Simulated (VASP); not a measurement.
## AlN: single point with PBEsol

Crystal: AlN.

```
Al N
1.0
     3.32140    0.00000    0.00000
    -1.66070    2.87642    0.00000
     0.00000    0.00000    4.14122
Al N
2 2
Direct
  0.33333 0.66667 0.75000
  0.66667 0.33333 0.25000
  0.33333 0.66667 0.25000
  0.66667 0.33333 0.75000
```

```json
{
  "Program": "VASP 6.6.1",
  "Task": "single point",
  "Functional": "PBEsol",
  "Potentials or basis": "VASP PAW PBE potentials, release 64 (Al, N)",
  "Cutoff": "520 eV",
  "k mesh": "9 × 9 × 6",
  "Occupations": "gaussian, width 0.05 eV",
  "Spin": "no spin polarisation"
}
```

```json
{
  "Pressure": "-2.7 GPa",
  "Band gap on the k mesh": "3.27 eV, direct"
}
```

Stress tensor (GPa, compression positive):
```
-3.23  0.00  0.00
 0.00 -3.23  0.00
 0.00  0.00 -1.70
```

Levels at points of the mesh, in eV from the valence-band top:
| k point | band 4 | band 5 | band 6 | band 7 | band 8 | band 9 | band 10 | band 11 | band 12 | band 13 |
| --- | --- | --- | --- | --- | --- | --- | --- | --- | --- | --- |
| (0.00, 0.00, 0.00) | -3.29 | -3.29 | -1.54 | -1.54 | 0.00 | 3.27 | 4.38 | 8.14 | 8.14 | 11.26 |
| (0.00, 0.00, 0.50) | -3.70 | -2.46 | -2.46 | -2.46 | -2.46 | 5.64 | 5.64 | 8.30 | 8.30 | 8.30 |

It took 50 s on 1 thread of Intel Xeon 8259CL, with other jobs on the host, peak memory 0.17 GiB.

Caveat: the PAW data sets were made with another functional, which shifts forces and pressure a little. A hybrid or GW would open this gap; PBEsol tends to underestimate it.
